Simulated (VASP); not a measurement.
The system is Ca.

```
Ca
1.0
    -2.24000    2.24000    2.24000
     2.24000   -2.24000    2.24000
     2.24000    2.24000   -2.24000
Ca
1
Direct
  0.00000 0.00000 0.00000
```

* Program: VASP 6.6.1
* Task: relaxation of cell and atoms
* Functional: BLYP
* Dispersion: D3(BJ)
* Potentials or basis: VASP PAW PBE potentials, release 64 (Ca_sv)
* Cutoff: 600 eV
* k mesh: 8 × 8 × 8
* Occupations: fermi-dirac, width 0.05 eV
* Spin: no spin polarisation

At the start: pressure -2.6 GPa; volume 44.96 Å³/atom.

Q: Where does the relaxation end?

A: Over 4 steps the energy falls by 74.5 meV/atom and the volume is 36.98 Å³/atom (-17.8 %); space group Im-3m (No. 229, to 0.05 Å).

Step by step:
| step | energy change (eV) | largest force (eV/Å) | pressure (GPa) | volume (Å³) |
| --- | --- | --- | --- | --- |
| 1 | 0.0000 | 0.0000 | -2.61 | 44.96 |
| 2 | -0.0588 | 0.0000 | -1.41 | 40.37 |
| 3 | -0.0744 | 0.0000 | -0.15 | 37.30 |
| 4 | -0.0745 | 0.0000 | 0.02 | 36.98 |

Final structure:
```cif
data_structure
_symmetry_space_group_name_H-M 'P 1'
_symmetry_Int_Tables_number 1
_cell_length_a 3.6351
_cell_length_b 3.6351
_cell_length_c 3.6351
_cell_angle_alpha 109.471
_cell_angle_beta 109.471
_cell_angle_gamma 109.471
_cell_volume 36.98
loop_
_atom_site_label
_atom_site_type_symbol
_atom_site_fract_x
_atom_site_fract_y
_atom_site_fract_z
_atom_site_occupancy
Ca1 Ca 0.00000 0.00000 0.00000 1
```

Caveat: the volume moved by over 15 % at a fixed basis, so the end points are rough; the PAW data sets were made with another functional, which shifts forces and pressure a little; the volume moved by -18 % from the deposited cell, more than functionals usually miss; pairwise dispersion overbinds metals, which lowers pressure and volume.
